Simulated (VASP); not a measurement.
Input of a VASP 6.6.1 run:

Contents of INCAR:

```
ALGO = Normal
EDIFF = 1E-6
ENCUT = 500
GGA = PE
GGA_COMPAT = False
ISIF = 2
ISMEAR = 0
LASPH = True
LCHARG = False
LREAL = False
LWAVE = False
NBANDS = 32
NELM = 120
PREC = Accurate
SIGMA = 0.1
```

The input KPOINTS:

```
k-points
0
Gamma
  4 4 4
```

Contents of POSCAR:

```
TeMo3
1.0
    4.2233228596      0.0000000000      0.0000000000
    0.0000000000      4.2233228596      0.0000000000
    0.0000000000      0.0000000000      4.2233228596
Te Mo
1 3
Direct
    0.0000000000      0.0000000000      0.0000000000
    0.0000000000      0.5000000000      0.5000000000
    0.5000000000      0.0000000000      0.5000000000
    0.5000000000      0.5000000000      0.0000000000
```

Potentials or basis: VASP PAW PBE potentials, release 64 (Te, Mo_sv).

Command:

```sh
$ cat potpaw_PBE.64/Te/POTCAR potpaw_PBE.64/Mo_sv/POTCAR > POTCAR
$ mpirun -np 1 vasp_std > vasp.out
```

**Question.** Estimate the band gap on the k mesh.

**Answer.** Zero (band 24 reaches 11.96 eV, above the bottom of band 25 at 11.19 eV).

**Question.** What does it give for the pressure?

**Answer.** -15.4 GPa.

Caveat: the k points lie up to 0.37 Å⁻¹ apart; spin-orbit coupling is left out, which moves the levels of the heavy elements.
